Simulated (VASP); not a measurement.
# CuSi16 (a cell with a defect) in VASP: a series of runs

CuSi16 (a cell with a defect) is run at these levels: PBE; tasks: single point.

Everything below comes from runs of VASP 6.6.1. Logs are shortened: lines on timing, memory, paths and dates and some standing lists are left out, and cuts for length are marked.

### 1 The cell of the first run

The cell holds a defect, 17 atoms: a = 7.679 Å, b = 7.679 Å, c = 7.679 Å, α = 60.00°, β = 60.00°, γ = 60.00°.

### 2 Single point, PBE

Contents of INCAR:

```
PREC = Accurate
ENCUT = 520
EDIFF = 1E-7
ISMEAR = 0
SIGMA = 0.05
LREAL = Auto
LASPH = T
NELM = 80
ALGO = Normal
ISIF = 2
LWAVE = F
LCHARG = T
GGA = PE
LELF = T
LVHAR = T
NELECT = 74.0
NBANDS = 52
```

Contents of KPOINTS:

```
regular mesh
0
Gamma
  2 2 2
```

Contents of POSCAR:

```
CuSi16
1.0
    0.0000000000      5.4300000000      5.4300000000
    5.4300000000      0.0000000000      5.4300000000
    5.4300000000      5.4300000000      0.0000000000
Si Cu
16 1
Direct
   -0.0029226519      0.0057255985      0.0007559853
    0.1194019337      0.1393188766      0.1164651013
   -0.0189711786      0.0043142726      0.5079873849
    0.1132805709      0.1258360037      0.6270827808
    0.0032713628      0.5098702578      0.0145308471
    0.1322953959      0.6324872928      0.1341130755
   -0.0021507366      0.4985759669      0.5081107735
    0.1171749540      0.6173139963      0.6420268877
    0.5042744015      0.0087034991     -0.0234806630
    0.6249986188      0.1243851750      0.1132988029
    0.4856621547     -0.0133382136      0.4875999079
    0.6134648250      0.1128224678      0.6054563536
    0.5048385820      0.4970310313      0.0000402394
    0.6336691529      0.6213266114      0.1184662063
    0.5017564457      0.4815973297      0.5098988029
    0.6257417127      0.6139590239      0.6264205341
    0.3312706262      0.8335779926      0.3309663904
```

Potentials or basis: VASP PAW PBE potentials, release 64 (Si, Cu).

Command:

```bash
cat potpaw_PBE.64/Si/POTCAR potpaw_PBE.64/Cu/POTCAR > POTCAR
mpirun -np 1 vasp_std > vasp.out
```

OUTCAR:

```text
PREC = Accurate
   ENCUT = 520
   EDIFF = 1E-7
   ISMEAR = 0
   LREAL = Auto
   LASPH = T
   NELM = 80
   ISIF = 2
   GGA = PE
   NELECT = 74.0

 ion  position               nearest neighbor table
   1  0.997  0.006  0.001-   2 2.33  10 2.34   6 2.34   4 2.34
   2  0.119  0.139  0.116-   1 2.33   5 2.33   9 2.42  17 2.42   3 2.46
   3  0.981  0.004  0.508-  12 2.32  17 2.32   4 2.34   8 2.43   2 2.46
   4  0.113  0.126  0.627-   3 2.34   7 2.34  11 2.34   1 2.34
   5  0.003  0.510  0.015-  14 2.33   6 2.33   2 2.33   8 2.34
   6  0.132  0.632  0.134-   5 2.33  13 2.34   1 2.34   7 2.35
   7  0.998  0.499  0.508-   8 2.33  16 2.34   4 2.34   6 2.35
   8  0.117  0.617  0.642-   7 2.33   5 2.34  15 2.41   3 2.43  17 2.45
   9  0.504  0.009  0.977-  12 2.34  10 2.34  17 2.34   2 2.42  14 2.43
  10  0.625  0.124  0.113-   1 2.34  13 2.34   9 2.34  11 2.35
  11  0.486  0.987  0.488-  12 2.33   4 2.34  16 2.35  10 2.35  17 2.91
  12  0.613  0.113  0.605-   3 2.32  15 2.33  11 2.33   9 2.34
  13  0.505  0.497  0.000-  14 2.33  10 2.34   6 2.34  16 2.34
  14  0.634  0.621  0.118-   5 2.33  13 2.33  17 2.41   9 2.43  15 2.46
  15  0.502  0.482  0.510-  12 2.33  17 2.34  16 2.34   8 2.41  14 2.46
  16  0.626  0.614  0.626-   7 2.34  15 2.34  13 2.34  11 2.35
  17  0.331  0.834  0.331-   3 2.32  15 2.34   9 2.34  14 2.41   2 2.42   8 2.45  11 2.91

  LATTYP: Found a face centered cubic cell.
 ALAT       =    10.8600000000

  Lattice vectors:

 A1 = (   0.0000000000,   5.4300000000,   5.4300000000)
 A2 = (   5.4300000000,   0.0000000000,   5.4300000000)
 A3 = (   5.4300000000,   5.4300000000,   0.0000000000)

Analysis of symmetry for initial positions (statically):
=====================================================================
 Subroutine PRICEL returns:
 Original cell was already a primitive cell.

 Routine SETGRP: Setting up the symmetry group for a
 face centered cubic supercell.

 Subroutine GETGRP returns: Found  1 space group operations
 (whereof  1 operations were pure point group operations)
 out of a pool of 48 trial point group operations.

The static configuration has the point symmetry C_1 .

Analysis of symmetry for dynamics (positions and initial velocities):
=====================================================================
 Subroutine PRICEL returns:
 Original cell was already a primitive cell.

 Routine SETGRP: Setting up the symmetry group for a
 face centered cubic supercell.

 Subroutine GETGRP returns: Found  1 space group operations
 (whereof  1 operations were pure point group operations)
 out of a pool of 48 trial point group operations.

[... 121 lines left out ...]
   POTIM  = 0.5000    time-step for ionic-motion
   TEBEG  =    0.0;   TEEND  =   0.0 temperature during run
   PSTRESS=    0.0 pullay stress
   NELECT =      74.0000    total number of electrons
   NUPDOWN=      -1.0000    fix difference up-down
   EMIN   =  10.00;   EMAX   =-10.00  energy-range for DOS
   EFERMI =   0.00;   METHOD = LEGACY
   ISMEAR =     0;   SIGMA  =   0.05  broadening in eV -4-tet -1-fermi 0-gaus
   EFERMI_NEDOS =   21; number of points for ismear=-14 and -15
   IALGO  =     38    algorithm
   IMIX   =      4    mixing-type and parameters
     AMIX     =   0.40;   BMIX     =  1.00
     AMIX_MAG =   1.60;   BMIX_MAG =  1.00
  volume/ion in A,a.u.               =      18.84       127.11
  Fermi-wavevector in a.u.,A,eV,Ry     =   1.004636  1.898488 13.732283  1.009294
  Thomas-Fermi vector in A             =   2.137265
   LORBIT       =      0    0 simple, 1 ext, 2 COOP (PROOUT), +10 PAW based schemes
   GGA     = PE    functional components
   LHFCALC =     F    Hartree Fock is set to
   AEXX    =    0.0000 exact exchange contribution
   IVDW    =     0    specifies the selected vdW correction
   LEPSILON=     F    determine dielectric tensor
   LRPA    =     F    only Hartree local field effects (RPA)
 non-spin polarized calculation
 Gauss-broadening in eV      SIGMA  =   0.05
  energy-cutoff  :      520.00
  volume of cell :      320.21
 maximum number of plane-waves:      8646
 NGX is ok and might be reduce to    60
   NGX = 29   NGY = 29   NGZ = 29

 number of electron      74.0000001 magnetization

 Free energy of the ion-electron system (eV)
  ---------------------------------------------------
  ext. energy  EPLUGINS =         0.00000000
  ---------------------------------------------------
  free energy    TOTEN  =       -94.20412548 eV

  energy without entropy =      -94.20236976  energy(sigma->0) =      -94.20324762

 E-fermi :   6.4319     XC(G=0):  -9.6117

 val. band max:        6.3729310707   @ k =   0.0000   0.0000   0.0000
 cond. band min:       6.4908497688   @ k =   0.0000   0.0000   0.0000
 fundamental gap:      0.1179186981
 Fermi energy:         6.4318904194

 k-point     1 :       0.0000    0.0000    0.0000
  band No.  band energies     occupation
      1      -5.8943      2.00000
      2      -3.5416      2.00000
      3      -3.5048      2.00000
      4      -3.4855      2.00000
      5      -3.4706      2.00000
      6      -1.9723      2.00000
[... 405 lines left out ...]
     48      10.4517      0.00000
     49      10.4617      0.00000
 [bands above 49 left out]

------------------------ aborting loop because EDIFF is reached ----------------------------------------

  FORCE on cell =-STRESS in cart. coord.  units (eV):
  Direction    XX          YY          ZZ          XY          YZ          ZX
  --------------------------------------------------------------------------------------
  -------------------------------------------------------------------------------------
  Total       -0.7588632     -1.0942495     -1.4927395     -0.4961535      0.4769001      0.0266553
  in kB       -3.7970348     -5.4751679     -7.4690456     -2.4825450      2.3862093      0.1333719
  external PRESSURE =      -5.5804161 kB  Pullay stress =       0.0000000 kB

 VOLUME and BASIS-vectors are now :
 -----------------------------------------------------------------------------
  energy-cutoff  :      520.00
  volume of cell :      320.21
      direct lattice vectors                 reciprocal lattice vectors
     0.000000000  5.430000000  5.430000000    -0.092081031  0.092081031  0.092081031
     5.430000000  0.000000000  5.430000000     0.092081031 -0.092081031  0.092081031
     5.430000000  5.430000000  0.000000000     0.092081031  0.092081031 -0.092081031

 POSITION                                       TOTAL-FORCE (eV/Angst)
 -----------------------------------------------------------------------------------
      0.03520      5.41824      5.44522         0.004812     -0.002270      0.001231
      1.38891      1.28076      1.40485         0.006614      0.009852     -0.004681
      2.78180      8.08536      5.35041        -0.003958     -0.010919     -0.013557
      4.08835      4.02017      1.29840         0.002779     -0.012672     -0.011648
      2.84750      0.09667      2.78636        -0.018000     -0.005184     -0.006424
      4.16264      1.44660      4.15277        -0.001623     -0.007409     -0.002938
[... 9 lines left out ...]
      6.73526      6.79924      6.73157        -0.001806      0.001919     -0.009545
      6.32348      3.59595      6.32513         0.050039      0.068245      0.067031
 -----------------------------------------------------------------------------------
    total drift:                                0.001446      0.003271      0.001986

  FREE ENERGIE OF THE ION-ELECTRON SYSTEM (eV)
  ---------------------------------------------------
  free  energy   TOTEN  =       -94.2041254846 eV

  energy  without entropy=      -94.2023697597  energy(sigma->0) =      -94.20324762
```

stdout:

```text
POSCAR found type information on POSCAR SiCu
 POSCAR found :  2 types and      17 ions
 scaLAPACK will be used
 LDA part: xc-table for (Slater+PW92), standard interpolation
 POSCAR, INCAR and KPOINTS ok, starting setup
 FFT: planning ... GRIDC
 FFT: planning ... GRID_SOFT
 FFT: planning ... GRID
 WAVECAR not read
 entering main loop
 the old and the new charge density differ
 old charge density:    75.00000 new   74.00000
    0.220E+01
```

Run time: 7.2 min. Hardware: 1 thread of Intel Xeon Platinum 8259CL at 2.50GHz (Skylake/Cascade Lake), shared host; peak memory 0.5 GiB.

What came out:

```yaml
Free_energy: -94.2041 eV
Largest_force: 0.108 eV/Å
```

Forces in eV/Å, atoms in the order of the input:
```
Si   0.005 -0.002  0.001
Si   0.007  0.010 -0.005
Si  -0.004 -0.011 -0.014
Si   0.003 -0.013 -0.012
Si  -0.018 -0.005 -0.006
Si  -0.002 -0.007 -0.003
Si   0.001 -0.002 -0.002
Si   0.003 -0.007  0.006
Si  -0.017 -0.012  0.005
Si   0.000 -0.008  0.001
Si  -0.008 -0.012 -0.015
Si  -0.004 -0.014 -0.012
Si   0.010 -0.001 -0.001
Si  -0.005  0.011  0.014
Si  -0.020  0.003 -0.015
Si  -0.002  0.002 -0.010
Cu   0.050  0.068  0.067
```

Caveat: the k points lie up to 0.50 Å⁻¹ apart; the cell carries a net charge on a neutralising background, which shifts energy and pressure; the cell is charged against a uniform background, so pressure and absolute levels hang on convention.

### 3 Single point, PBE

Contents of INCAR:

```
SYSTEM = CuSi16
PREC = Accurate
ENCUT = 520
EDIFF = 1E-7
ISMEAR = 0
SIGMA = 0.05
LREAL = Auto
LASPH = .True.
NELM = 100
ALGO = Normal
ISIF = 2
LWAVE = .False.
LCHARG = .True.
GGA = PE
LELF = .True.
LVHAR = .True.
NELECT = 74.0
NBANDS = 52
```

Contents of KPOINTS:

```
Automatic mesh
0
Gamma
  2 2 2
  0 0 0
```

Contents of POSCAR:

```
CuSi16
1.0
    0.0000000000      5.4300000000      5.4300000000
    5.4300000000      0.0000000000      5.4300000000
    5.4300000000      5.4300000000      0.0000000000
Si Cu
16 1
Direct
   -0.0021435543      0.0013279006      0.0034466851
    0.1239836096      0.1323449355      0.1182788214
   -0.0169733886      0.0023658379      0.5083024862
    0.1120794659      0.1265194291      0.6291485267
    0.0048940147      0.5033220074      0.0113002762
    0.1297813996      0.6289889503      0.1318583794
   -0.0005037753      0.4990028545      0.5058816759
    0.1196956722      0.6200735727      0.6371761510
    0.5081632597      0.0070892265     -0.0266975138
    0.6253375691      0.1249174954      0.1127222836
    0.4859228361     -0.0145375691      0.4898114180
    0.6150438306      0.1160362799      0.6019127072
    0.5023900552      0.4973049724      0.0033906077
    0.6335003683      0.6239841621      0.1177721915
    0.5026678637      0.4836814917      0.5074028545
    0.6268302947      0.6118512891      0.6290417127
    0.3481966851      0.8489723757      0.3399729282
```

Potentials or basis: VASP PAW PBE potentials, release 64 (Si, Cu).

Command:

```bash
cat potpaw_PBE.64/Si/POTCAR potpaw_PBE.64/Cu/POTCAR > POTCAR
mpirun -np 1 vasp_std > vasp.out
```

OUTCAR:

```text
SYSTEM = CuSi16
   PREC = Accurate
   ENCUT = 520
   EDIFF = 1E-7
   ISMEAR = 0
   LREAL = Auto
   LASPH = .True.
   NELM = 100
   ISIF = 2
   GGA = PE
   NELECT = 74.0

 ion  position               nearest neighbor table
   1  0.998  0.001  0.003-   2 2.33   6 2.34  10 2.34   4 2.35
   2  0.124  0.132  0.118-   5 2.33   1 2.33   9 2.41   3 2.45  17 2.47
   3  0.983  0.002  0.508-  12 2.32   4 2.35  17 2.35   8 2.40   2 2.45
   4  0.112  0.127  0.629-   7 2.34   3 2.35   1 2.35  11 2.35
   5  0.005  0.503  0.011-   6 2.33   2 2.33  14 2.33   8 2.35
[... 640 lines left out ...]
  Total       -1.4100170     -1.3002166     -1.9493364     -0.7840967      0.0247830      0.1633414
  in kB       -7.0551367     -6.5057417     -9.7536660     -3.9232929      0.1240040      0.8172923
  external PRESSURE =      -7.7715148 kB  Pullay stress =       0.0000000 kB

 VOLUME and BASIS-vectors are now :
 -----------------------------------------------------------------------------
  energy-cutoff  :      520.00
  volume of cell :      320.21
      direct lattice vectors                 reciprocal lattice vectors
     0.000000000  5.430000000  5.430000000    -0.092081031  0.092081031  0.092081031
     5.430000000  0.000000000  5.430000000     0.092081031 -0.092081031  0.092081031
     5.430000000  5.430000000  0.000000000     0.092081031  0.092081031 -0.092081031

 POSITION                                       TOTAL-FORCE (eV/Angst)
 -----------------------------------------------------------------------------------
      0.02593      5.43708      5.42557        -0.001252     -0.011776      0.007117
      1.36089      1.31549      1.39186        -0.000927      0.004524     -0.005037
      2.77293      8.09792      5.35068         0.007939     -0.013993      0.005050
      4.10328      4.02487      1.29559        -0.000079      0.003553     -0.009300
      2.79440      0.08793      2.75961         0.001822     -0.014633      0.010932
      4.13140      1.42070      4.12012        -0.001361      0.007849     -0.007336
[... 9 lines left out ...]
      6.73805      6.81939      6.72604         0.000478      0.008554     -0.007182
      6.45597      3.73676      6.50063         0.002312      0.013041      0.004274
 -----------------------------------------------------------------------------------
    total drift:                                0.005456      0.002514      0.005593

  FREE ENERGIE OF THE ION-ELECTRON SYSTEM (eV)
  ---------------------------------------------------
  free  energy   TOTEN  =       -94.2227598967 eV

  energy  without entropy=      -94.2220638001  energy(sigma->0) =      -94.22241185
```

OSZICAR:

```text
N       E                     dE             d eps       ncg     rms          rms(c)
DAV:   1     0.325552601476E+03    0.32555E+03   -0.27676E+04   832   0.123E+03
DAV:   2    -0.567895360177E+02   -0.38234E+03   -0.35779E+03   864   0.239E+02
DAV:   3    -0.959321637798E+02   -0.39143E+02   -0.36724E+02  1096   0.775E+01
[... 15 lines left out ...]
DAV:  19    -0.942227600428E+02    0.37163E-06   -0.13354E-05  1312   0.556E-02    0.220E-03
DAV:  20    -0.942227602624E+02   -0.21957E-06   -0.14710E-06  1216   0.238E-02    0.347E-03
DAV:  21    -0.942227601224E+02    0.14002E-06   -0.42029E-07  1032   0.104E-02    0.282E-03
DAV:  22    -0.942227598965E+02    0.22593E-06   -0.10451E-07   656   0.836E-03    0.585E-04
DAV:  23    -0.942227598967E+02   -0.21646E-09   -0.74290E-08   552   0.282E-03
   1 F= -.94222760E+02 E0= -.94222412E+02  d E =-.696097E-03
```

stdout:

```text
POSCAR found type information on POSCAR SiCu
 POSCAR found :  2 types and      17 ions
 scaLAPACK will be used
 LDA part: xc-table for (Slater+PW92), standard interpolation
 POSCAR, INCAR and KPOINTS ok, starting setup
 FFT: planning ... GRIDC
 FFT: planning ... GRID_SOFT
 FFT: planning ... GRID
 WAVECAR not read
 entering main loop
 the old and the new charge density differ
 old charge density:    75.00000 new   74.00000
    0.225E+01
```

Run time: 7.6 min. Hardware: 1 thread of Intel Xeon Platinum 8259CL at 2.50GHz (Skylake/Cascade Lake), shared host; peak memory 0.5 GiB.

Results:

| Item | Value |
| --- | --- |
| Free energy | -94.2228 eV |
| Largest force | 0.025 eV/Å |

Forces in eV/Å, atoms in the order of the input:
```
Si  -0.001 -0.012  0.007
Si  -0.001  0.005 -0.005
Si   0.008 -0.014  0.005
Si   0.000  0.004 -0.009
Si   0.002 -0.015  0.011
Si  -0.001  0.008 -0.007
Si   0.001 -0.004  0.001
Si  -0.007  0.008 -0.005
Si   0.002 -0.021  0.013
Si  -0.003  0.000 -0.005
Si   0.011  0.005  0.015
Si  -0.002  0.012 -0.011
Si  -0.003 -0.006  0.007
Si  -0.013  0.009 -0.015
Si   0.005 -0.001  0.000
Si   0.000  0.009 -0.007
Cu   0.002  0.013  0.004
```

Caveat: the k points lie up to 0.50 Å⁻¹ apart; the cell carries a net charge on a neutralising background, which shifts energy and pressure; the cell is charged against a uniform background, so pressure and absolute levels hang on convention.
